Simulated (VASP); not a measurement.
# PbSe (R-3m) in VASP: a series of runs

PbSe is run at these levels: PBE+D3(BJ); tasks: single point.

Everything below comes from runs of VASP 6.6.1. Logs are shortened: lines on timing, memory, paths and dates and some standing lists are left out, and cuts for length are marked.

**1. The cell of the first run**

The structure is trigonal, space group R-3m (No. 166). Conventional cell: a = 6.743 Å, b = 6.743 Å, c = 4.129 Å, α = 90.00°, β = 90.00°, γ = 120.00°. Pb (site symmetry -3m) has 2 Se at 2.06 Å within 2.7 Å. Se (site symmetry -3m) has 2 Pb at 2.06 Å within 2.7 Å.

**2. Single point, PBE+D3(BJ)**

Input file INCAR:

```
SYSTEM = PbSe
PREC     = Accurate       ! precision mode
ENCUT    = 520            ! plane-wave cutoff, eV
EDIFF    = 1E-7           ! SCF threshold, eV
ISMEAR   = 0              ! smearing method
SIGMA    = 0.15           ! smearing width, eV
LREAL    = .FALSE.        ! projectors in reciprocal space
LASPH    = .TRUE.         ! aspherical terms in the spheres
NELM     = 80             ! most SCF steps
ALGO     = Normal         ! electronic algorithm
ISIF     = 2              ! what is computed and relaxed
LWAVE    = .FALSE.        ! write WAVECAR
LCHARG   = .FALSE.        ! write CHGCAR
GGA      = PE             ! functional
IVDW     = 12             ! dispersion correction
NBANDS   = 17             ! bands
```

Input file KPOINTS:

```
Automatic mesh
0
G
  14 14 14
  0 0 0
```

Input file POSCAR:

```
PbSe
1.0
    3.9732891228     -0.7946578246     -0.7946578246
   -0.7946578246      3.9732891228     -0.7946578246
   -0.7946578246     -0.7946578246      3.9732891228
Pb Se
1 1
Direct
    0.0000000000      0.0000000000      0.0000000000
    0.5000000000      0.5000000000      0.5000000000
```

Potentials or basis: VASP PAW PBE potentials, release 64 (Pb_d, Se).

The run is started by

```
cat potpaw_PBE.64/Pb_d/POTCAR potpaw_PBE.64/Se/POTCAR > POTCAR
mpirun -np 1 vasp_std > vasp.out
```

OUTCAR:

```text
SYSTEM = PbSe
   PREC = Accurate
   ENCUT = 520
   EDIFF = 1E-7
   ISMEAR = 0
   LREAL = .FALSE.
   LASPH = .TRUE.
   NELM = 80
   ISIF = 2
   GGA = PE
   IVDW = 12
 IVDW          = 12

 ion  position               nearest neighbor table
   1  0.000  0.000  0.000-   2 2.06   2 2.06
   2  0.500  0.500  0.500-   1 2.06   1 2.06

  LATTYP: Found a body centered cubic cell.
 ALAT       =     4.7679469474

  Lattice vectors:

 A1 = (   3.9732891228,  -0.7946578246,  -0.7946578246)
 A2 = (  -0.7946578246,   3.9732891228,  -0.7946578246)
 A3 = (  -0.7946578246,  -0.7946578246,   3.9732891228)

Analysis of symmetry for initial positions (statically):
=====================================================================
 Subroutine PRICEL returns:
 Original cell was already a primitive cell.

 Routine SETGRP: Setting up the symmetry group for a
 body centered cubic supercell.

 Subroutine GETGRP returns: Found 12 space group operations
 (whereof 12 operations were pure point group operations)
 out of a pool of 48 trial point group operations.

The static configuration has the point symmetry D_3d.

Analysis of symmetry for dynamics (positions and initial velocities):
=====================================================================
 Subroutine PRICEL returns:
 Original cell was already a primitive cell.

 Routine SETGRP: Setting up the symmetry group for a
 body centered cubic supercell.

 Subroutine GETGRP returns: Found 12 space group operations
 (whereof 12 operations were pure point group operations)
 out of a pool of 48 trial point group operations.

The dynamic configuration has the point symmetry D_3d.

 Subroutine INISYM returns: Found 12 space group operations
 (whereof 12 operations are pure point group operations),
 and found     1 'primitive' translations

----------------------------------------------------------------------------------------

                                     Primitive cell

  volume of cell :      54.1956

  direct lattice vectors                    reciprocal lattice vectors
     3.973289123 -0.794657825 -0.794657825     0.279645170  0.069911292  0.069911292
    -0.794657825  3.973289123 -0.794657825     0.069911292  0.279645170  0.069911292
    -0.794657825 -0.794657825  3.973289123     0.069911292  0.069911292  0.279645170

  length of vectors
     4.129163180  4.129163180  4.129163180     0.296608494  0.296608494  0.296608494

  position of ions in fractional coordinates (direct lattice)
     0.000000000  0.000000000  0.000000000
     0.500000000  0.500000000  0.500000000

  ion indices of the primitive-cell ions
   primitive index   ion index
                 1           1
                 2           2

----------------------------------------------------------------------------------------

 KPOINTS: Automatic mesh

Automatic generation of k-mesh.
 Grid dimensions read from file:
 generate k-points for:   14   14   14

 Generating k-lattice:

  Cartesian coordinates                     Fractional coordinates (reciprocal lattice)
     0.019974655  0.004993664  0.004993664     0.071428571  0.000000000  0.000000000
     0.004993664  0.019974655  0.004993664     0.000000000  0.071428571  0.000000000
     0.004993664  0.004993664  0.019974655     0.000000000  0.000000000  0.071428571

  Length of vectors
     0.021186321  0.021186321  0.021186321

  Shift w.r.t. Gamma in fractional coordinates (k-lattice)
     0.000000000  0.000000000  0.000000000

 Subroutine IBZKPT returns following result:
 ===========================================

 Found    288 irreducible k-points:

 Following reciprocal coordinates:
            Coordinates               Weight
  0.000000  0.000000  0.000000      1.000000
  0.071429 -0.000000  0.000000      6.000000
  0.071429  0.000000 -0.071429      6.000000
  0.142857  0.000000  0.000000      6.000000
  0.142857  0.000000 -0.142857      6.000000
  0.214286  0.000000  0.000000      6.000000
[... 16 lines left out ...]
  0.214286  0.071429  0.000000     12.000000
  0.285714  0.000000 -0.214286     12.000000
[... 51 lines left out ...]
      1     -14.8810      2.00000
      2     -12.2589      2.00000
      3     -12.2527      2.00000
      4     -11.6945      2.00000
      5     -11.6752      2.00000
      6      -8.4451      2.00000
[... 9 lines left out ...]
     16      14.4656      0.00000
     17      15.0158      0.00000

 k-point     8 :       0.2857    0.0000    0.0000
  band No.  band energies     occupation
      1     -14.3463      2.00000
      2     -12.3311      2.00000
      3     -12.3259      2.00000
      4     -11.6953      2.00000
      5     -11.6731      2.00000
      6      -8.9989      2.00000
[... 9 lines left out ...]
     16      15.8001      0.00000
     17      16.8465      0.00000
[... 203 lines left out ...]
      1     -14.5618      2.00000
      2     -12.3062      2.00000
      3     -12.3036      2.00000
      4     -11.6908      2.00000
      5     -11.6854      2.00000
      6      -8.8963      2.00000
[... 9 lines left out ...]
     16      15.4612      0.00000
     17      15.7398      0.00000

 k-point    20 :       0.2143    0.0000   -0.1429
  band No.  band energies     occupation
      1     -14.8445      2.00000
      2     -12.2651      2.00000
      3     -12.2610      2.00000
      4     -11.6940      2.00000
      5     -11.6787      2.00000
      6      -8.5376      2.00000
[... 9 lines left out ...]
     16      14.0214      0.00000
     17      15.2944      0.00000

 k-point    21 :       0.2143   -0.0714    0.0000
  band No.  band energies     occupation
      1     -14.7344      2.00000
      2     -12.2815      2.00000
      3     -12.2791      2.00000
      4     -11.6942      2.00000
      5     -11.6799      2.00000
      6      -8.6728      2.00000
[... 9 lines left out ...]
     16      14.1622      0.00000
     17      15.9970      0.00000

 k-point    22 :       0.2143   -0.1429   -0.0714
  band No.  band energies     occupation
      1     -14.8822      2.00000
      2     -12.2592      2.00000
      3     -12.2545      2.00000
      4     -11.6933      2.00000
      5     -11.6789      2.00000
      6      -8.4927      2.00000
[... 9 lines left out ...]
     16      14.0507      0.00000
     17      14.9567      0.00000

 k-point    23 :       0.2143    0.0714    0.0000
  band No.  band energies     occupation
      1     -14.3463      2.00000
      2     -12.3316      2.00000
      3     -12.3272      2.00000
      4     -11.6920      2.00000
      5     -11.6794      2.00000
      6      -9.0566      2.00000
[... 9 lines left out ...]
     16      15.9679      0.00000
     17      16.6290      0.00000

 k-point    24 :       0.2857    0.0000   -0.2143
  band No.  band energies     occupation
      1     -14.8413      2.00000
      2     -12.2639      2.00000
      3     -12.2565      2.00000
      4     -11.6956      2.00000
      5     -11.6699      2.00000
      6      -8.4015      2.00000
[... 9 lines left out ...]
     16      14.7051      0.00000
     17      16.1294      0.00000

 [... further k-points ...]

------------------------ aborting loop because EDIFF is reached ----------------------------------------

 Edisp (eV)   -0.85246

 E8    (eV) :    -0.4023

  FORCE on cell =-STRESS in cart. coord.  units (eV):
  Direction    XX          YY          ZZ          XY          YZ          ZX
  --------------------------------------------------------------------------------------
  -------------------------------------------------------------------------------------
  Total      20.36388    20.36388    20.36388    20.97528    20.97528    20.97528
  in kB     602.01433   602.01433   602.01433   620.08919   620.08919   620.08919
  external pressure =      602.01 kB  Pullay stress =        0.00 kB

 VOLUME and BASIS-vectors are now :
 -----------------------------------------------------------------------------
  energy-cutoff  :      520.00
  volume of cell :       54.20
      direct lattice vectors                 reciprocal lattice vectors
     3.973289123 -0.794657825 -0.794657825     0.279645170  0.069911292  0.069911292
    -0.794657825  3.973289123 -0.794657825     0.069911292  0.279645170  0.069911292
    -0.794657825 -0.794657825  3.973289123     0.069911292  0.069911292  0.279645170

 POSITION                                       TOTAL-FORCE (eV/Angst)
 -----------------------------------------------------------------------------------
      0.00000      0.00000      0.00000        -0.000000      0.000000      0.000000
      1.19199      1.19199      1.19199         0.000000     -0.000000      0.000000
 -----------------------------------------------------------------------------------
    total drift:                                0.000000      0.000000     -0.000000

  FREE ENERGIE OF THE ION-ELECTRON SYSTEM (eV)
  ---------------------------------------------------
  free  energy   TOTEN  =        -0.8312569265 eV

  energy  without entropy=       -0.8243201508  energy(sigma->0) =       -0.82778854
```

Run time: 5.9 min. Hardware: 1 thread of AMD EPYC 7R13, shared host; peak memory 0.37 GiB.

What came out:

* Free energy: -0.8313 eV
* Pressure: 60.2 GPa
* Band gap on the k mesh: zero (band 10 reaches 8.20 eV, above the bottom of band 11 at 4.48 eV)
* Dispersion energy per atom: -0.426 eV

Caveat: spin-orbit coupling is left out, which moves the levels of the heavy elements; pairwise dispersion overbinds metals, which lowers pressure and volume.

**3. Single point, PBE+D3(BJ)**

This run uses another cell than the first one, of the same volume but with other edges.

Input file INCAR:

```
ALGO = Normal ; EDIFF = 1E-6
ENCUT = 520 ; GGA = PE
ISIF = 2 ; ISMEAR = 0
IVDW = 12 ; LASPH = True
LCHARG = False ; LREAL = False
LWAVE = False ; NBANDS = 17
NELM = 80 ; PREC = Accurate
SIGMA = 0.15
```

Input file KPOINTS:

```
k-points
0
Gamma
  14 14 14
```

Input file POSCAR:

```
PbSe
1.0
    3.8319220776     -0.4100580821     -0.4100580821
   -0.4100580821      3.8319220776     -0.4100580821
   -0.4100580821     -0.4100580821      3.8319220776
Pb Se
1 1
Direct
    0.0000000000      0.0000000000      0.0000000000
    0.5000000000      0.5000000000      0.5000000000
```

Potentials or basis: VASP PAW PBE potentials, release 64 (Pb_d, Se).

The run is started by

```
cat potpaw_PBE.64/Pb_d/POTCAR potpaw_PBE.64/Se/POTCAR > POTCAR
mpirun -np 1 vasp_std > vasp.out
```

Run time: 3.9 min. Hardware: 1 thread of AMD EPYC 7R13, shared host; peak memory 0.37 GiB.

It converged, with:

| Item | Value |
| --- | --- |
| Free energy | -7.6315 eV |
| Pressure | 7.0 GPa |
| Band gap on the k mesh | zero (band 10 reaches 7.05 eV, above the bottom of band 11 at 4.42 eV) |
| Dispersion energy per atom | -0.393 eV |

Stress tensor (GPa, compression positive):
```
 6.97 10.52 10.52
10.52  6.97 10.52
10.52 10.52  6.97
```

Levels at points of the mesh, in eV from the Fermi level:
```tsv
k point	band 6	band 7	band 8	band 9	band 10	band 11	band 12	band 13	band 14	band 15
(0.00, 0.00, 0.00)	-14.26	-6.89	-4.52	-1.38	-1.38	3.26	3.26	5.03	5.03	6.60
(0.50, 0.00, 0.00)	-13.38	-10.00	-2.27	-1.12	-0.79	1.06	2.43	3.51	8.05	8.52
(0.50, 0.50, 0.00)	-12.88	-7.29	-5.47	-5.36	-1.57	2.43	3.21	5.04	6.52	8.38
(0.50, 0.50, 0.50)	-12.79	-8.44	-3.24	-3.24	-1.58	-1.58	-0.26	1.37	11.16	11.16
```

Caveat: spin-orbit coupling is left out, which moves the levels of the heavy elements; pairwise dispersion overbinds metals, which lowers pressure and volume.

**4. Single point, PBE+D3(BJ)**

This run uses another cell than the first one, of the same volume but with other edges.

Input file INCAR:

```
SYSTEM = PbSe
  PREC = Accurate
  ENCUT = 520
  EDIFF = 1E-6
  ISMEAR = 0
  SIGMA = 0.15
  LREAL = .False.
  LASPH = .True.
  NELM = 80
  ALGO = Normal
  ISIF = 2
  LWAVE = .False.
  LCHARG = .True.
  GGA = PE
  IVDW = 12
  LELF = .True.
  LVHAR = .True.
  NBANDS = 17
```

Input file KPOINTS:

```
Automatic mesh
0
Gamma
  14 14 14
  0 0 0
```

Input file POSCAR:

```
PbSe
1.0
    3.8360256508      0.4612230255      0.4612230255
    0.4612230255      3.8360256508      0.4612230255
    0.4612230255      0.4612230255      3.8360256508
Pb Se
1 1
Direct
    0.0000000000      0.0000000000      0.0000000000
    0.5000000000      0.5000000000      0.5000000000
```

The run is started by

```
cat potpaw_PBE.64/Pb_d/POTCAR potpaw_PBE.64/Se/POTCAR > POTCAR
mpirun -np 1 vasp_std > vasp.out
```

Wall time 4.6 min (1 thread of AMD EPYC 7R13, shared host); peak memory 0.36 GiB.

Results (log left out):

```
Free energy                : -8.6409 eV
Pressure                   : 0.6 GPa
Band gap on the k mesh     : zero (band 10 reaches 5.85 eV, above the bottom of band 11 at 4.58 eV)
Dispersion energy per atom : -0.390 eV
```

Stress tensor (GPa, compression positive):
```
0.64 1.28 1.28
1.28 0.64 1.28
1.28 1.28 0.64
```

Levels at points of the mesh, in eV from the Fermi level:
```
           k point  band 8  band 9  band 10  band 11  band 12  band 13
(0.00, 0.00, 0.00)   -2.34   -2.34    -0.76     4.58     5.34     5.34
(0.50, 0.00, 0.00)   -1.22   -0.93     0.04     0.44     2.12     3.83
(0.50, 0.50, 0.00)   -5.03   -4.24    -1.67     3.99     4.52     5.13
(0.50, 0.50, 0.50)   -2.22   -2.22    -1.61    -1.00     0.11     0.11
```

Caveat: spin-orbit coupling is left out, which moves the levels of the heavy elements; pairwise dispersion overbinds metals, which lowers pressure and volume.

**5. Single point, PBE+D3(BJ)**

This run uses another cell than the first one, of the same volume but with other edges.

Input file INCAR:

```
SYSTEM = PbSe
PREC = Accurate
ENCUT = 520
EDIFF = 1E-7
ISMEAR = 0
SIGMA = 0.15
LREAL = .False.
LASPH = .True.
NELM = 100
ALGO = Normal
ISIF = 2
LWAVE = .False.
LCHARG = .False.
GGA = PE
IVDW = 12
NBANDS = 17
```

KPOINTS is that of step 4.

Input file POSCAR:

```
PbSe
1.0
    3.8885685464     -0.5982413148     -0.5982413148
   -0.5982413148      3.8885685464     -0.5982413148
   -0.5982413148     -0.5982413148      3.8885685464
Pb Se
1 1
Direct
    0.0000000000      0.0000000000      0.0000000000
    0.5000000000      0.5000000000      0.5000000000
```

The run is started by

```
cat potpaw_PBE.64/Pb_d/POTCAR potpaw_PBE.64/Se/POTCAR > POTCAR
mpirun -np 1 vasp_std > vasp.out
```

Run time: 5.2 min. Hardware: 1 thread of AMD EPYC 7R13, shared host; peak memory 0.37 GiB.

Results (log left out):

```
Free energy                : -5.8019 eV
Pressure                   : 24.6 GPa
Band gap on the k mesh     : zero (band 10 reaches 8.09 eV, above the bottom of band 11 at 4.41 eV)
Dispersion energy per atom : -0.414 eV
```

Stress tensor (GPa, compression positive):
```
24.56 23.48 23.48
23.48 24.56 23.48
23.48 23.48 24.56
```

Levels at points of the mesh, in eV from the Fermi level:
```csv
k point,band 6,band 7,band 8,band 9,band 10,band 11,band 12,band 13,band 14,band 15
"(0.00, 0.00, 0.00)",-14.73,-6.07,-5.95,-2.13,-2.13,2.86,2.86,4.64,5.61,5.61
"(0.50, 0.00, 0.00)",-14.42,-10.79,-2.97,-1.82,-1.24,1.61,3.03,5.16,7.96,7.98
"(0.50, 0.50, 0.00)",-13.72,-6.52,-6.28,-5.91,-2.78,2.50,3.26,4.03,6.62,8.57
"(0.50, 0.50, 0.50)",-14.05,-9.81,-3.56,-3.56,-1.80,-1.80,2.39,3.62,9.83,9.83
```

Caveat: spin-orbit coupling is left out, which moves the levels of the heavy elements; pairwise dispersion overbinds metals, which lowers pressure and volume.

**6. Single point, PBE+D3(BJ)**

This run uses another cell than the first one, of the same volume but with other edges.

Input file INCAR:

```
PREC = Accurate ; ENCUT = 520
EDIFF = 1E-7 ; ISMEAR = 0
SIGMA = 0.15 ; LREAL = F
LASPH = T ; NELM = 100
ALGO = Normal ; ISIF = 2
LWAVE = F ; LCHARG = F
GGA = PE ; IVDW = 12
NBANDS = 17
```

Input file KPOINTS:

```
Automatic mesh
0
Gamma
  14 14 14
```

Input file POSCAR:

```
PbSe
1.0
    3.7952353503     -0.1997492290     -0.1997492290
   -0.1997492290      3.7952353503     -0.1997492290
   -0.1997492290     -0.1997492290      3.7952353503
Pb Se
1 1
Direct
    0.0000000000      0.0000000000      0.0000000000
    0.5000000000      0.5000000000      0.5000000000
```

Potentials or basis: VASP PAW PBE potentials, release 64 (Pb_d, Se).

The run is started by

```
cat potpaw_PBE.64/Pb_d/POTCAR potpaw_PBE.64/Se/POTCAR > POTCAR
mpirun -np 1 vasp_std > vasp.out
```

Wall time 3.7 min (1 thread of AMD EPYC 7R13, shared host); peak memory 0.36 GiB.

The run converged. Its results:

| Item | Value |
| --- | --- |
| Free energy | -8.3976 eV |
| Pressure | -0.8 GPa |
| Band gap on the k mesh | zero (band 10 reaches 5.89 eV, above the bottom of band 11 at 4.52 eV) |
| Dispersion energy per atom | -0.390 eV |

Stress tensor (GPa, compression positive):
```
-0.79  2.67  2.67
 2.67 -0.79  2.67
 2.67  2.67 -0.79
```

Levels at points of the mesh, in eV from the Fermi level:
| k point | band 8 | band 9 | band 10 | band 11 | band 12 | band 13 |
| --- | --- | --- | --- | --- | --- | --- |
| (0.00, 0.00, 0.00) | -2.65 | -1.16 | -1.16 | 4.92 | 4.92 | 5.10 |
| (0.50, 0.00, 0.00) | -1.07 | -0.32 | -0.07 | 0.20 | 3.17 | 3.37 |
| (0.50, 0.50, 0.00) | -4.61 | -4.49 | -0.40 | 3.47 | 3.72 | 6.30 |
| (0.50, 0.50, 0.50) | -2.59 | -2.59 | -1.71 | -0.96 | -0.96 | 0.14 |

Caveat: spin-orbit coupling is left out, which moves the levels of the heavy elements; pairwise dispersion overbinds metals, which lowers pressure and volume.

**7. Summary**

```tsv
cell	gap on the mesh (eV)	pressure (GPa)
a = 4.129 Å, angles 109.5°, 2 atoms	none	60.2
a = 3.876 Å, angles 101.4°, 2 atoms	none	7.0
a = 3.891 Å, angles 75.7°, 2 atoms	none	0.6
a = 3.980 Å, angles 105.7°, 2 atoms	none	24.6
a = 3.806 Å, angles 95.9°, 2 atoms	none	-0.8
```

Alike in all rows: task single point; level PBE+D3(BJ); potentials or basis VASP PAW PBE potentials, release 64 (Pb_d, Se); no spin polarisation; k mesh 14 × 14 × 14; cutoff (eV) 520; smearing gaussian 0.15 eV.

Caveats: spin-orbit coupling is left out, which moves the levels of the heavy elements; pairwise dispersion overbinds metals, which lowers pressure and volume.

Total energies depend on the potentials used, so only differences within one code and one set of settings carry meaning.
